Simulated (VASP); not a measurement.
Write the native input for VASP 6.6.1 that does the following.

```
Task                   : single point
Functional             : PBEsol
Potentials or basis    : VASP PAW PBE potentials, release 64 (Al, Cu)
Cutoff                 : 520 eV
k mesh                 : 12 × 12 × 12
Occupations            : gaussian, width 0.15 eV
Spin                   : no spin polarisation
Dipole correction      : no
Further INCAR settings : ALGO = Fast; EDIFF = 1e-06; NBANDS = 26
```

The structure of Al2Cu lies in POSCAR:

```
Al2Cu
1.0
   -2.9965506923      2.9965506923      2.4139243086
    2.9965506923     -2.9965506923      2.4139243086
    2.9965506923      2.9965506923     -2.4139243086
Al Cu
4 2
Direct
    0.1386067982      0.6052350951      0.7852682129
    0.6593199580      0.8406800420      0.5000000000
    0.8406800420      0.3406800420      0.1813600840
    0.3406800420      0.1593199580      0.5000000000
    0.7500000000      0.7500000000      0.0000000000
    0.2500000000      0.2500000000      0.0000000000
```

This cell differs from its parent crystal: atom 1 (Al) moved by (-0.200, -0.100) A along x and z.

One way to write it, as run:

INCAR

```
SYSTEM = Al2Cu
PREC = Accurate
ENCUT = 520
EDIFF = 1E-6
ISMEAR = 0
SIGMA = 0.15
LREAL = .FALSE.
LASPH = .TRUE.
NELM = 100
ALGO = Fast
ISIF = 2
LWAVE = .FALSE.
LCHARG = .TRUE.
GGA = PS
LELF = .TRUE.
LVHAR = .TRUE.
NBANDS = 26
```

KPOINTS

```
regular mesh
0
G
  12 12 12
  0 0 0
```

Potentials or basis: VASP PAW PBE potentials, release 64 (Al, Cu).

Run with:

```bash
$ cat potpaw_PBE.64/Al/POTCAR potpaw_PBE.64/Cu/POTCAR > POTCAR
$ mpirun -np 1 vasp_std > vasp.out
```

It gave:

```yaml
Pressure: 0.6 GPa
Largest_force: 1.127 eV/Å
Band_gap_on_the_k_mesh: zero (bands 17 and 18 overlap by 4.18 eV)
```

Caveat: the cell differs from its parent crystal (atom 1 (Al) moved by (-0.200, -0.100) A along x and z); the PAW data sets were made with another functional, which shifts forces and pressure a little.

Run time: 58 min on 1 thread of Oxide Virtual Turin-like Processor (shared host), peak memory 1.4 GiB.
